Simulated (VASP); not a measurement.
A run of VASP 6.6.1 is set up as follows.

The input INCAR:

```
PREC = Accurate ; ENCUT = 500
EDIFF = 1E-7 ; ISMEAR = -1
SIGMA = 0.05 ; LREAL = F
LASPH = T ; NELM = 120
ALGO = Normal ; ISIF = 3
LWAVE = F ; LCHARG = F
GGA = PE ; IBRION = 2
NSW = 45 ; EDIFFG = -0.005
GGA_COMPAT = F ; NELMIN = 4
```

Contents of KPOINTS:

```
Automatic mesh
0
Gamma
  18 18 18
```

Contents of POSCAR:

```
Ag
1.0
   -1.6515559946      1.6515559946      1.6515559946
    1.6515559946     -1.6515559946      1.6515559946
    1.6515559946      1.6515559946     -1.6515559946
Ag
1
Direct
    0.0000000000      0.0000000000      0.0000000000
```

Potentials or basis: VASP PAW PBE potentials, release 64 (Ag).

Launch:

```sh
$ cat potpaw_PBE.64/Ag/POTCAR > POTCAR
$ mpirun -np 1 vasp_std > vasp.out
```

**Question.** What does it give for the relaxed cell?

**Answer.** a = 2.859 Å, b = 2.859 Å, c = 2.859 Å, α = 109.47°, β = 109.47°, γ = 109.47°.

**Question.** Estimate the relaxed volume.

**Answer.** 18.00 Å³/atom.

Final structure:
```xyz
1
Lattice="-1.6508 1.6508 1.6508 1.6508 -1.6508 1.6508 1.6508 1.6508 -1.6508" Properties=species:S:1:pos:R:3 pbc="T T T"
Ag    0.0000    0.0000    3.3017
```
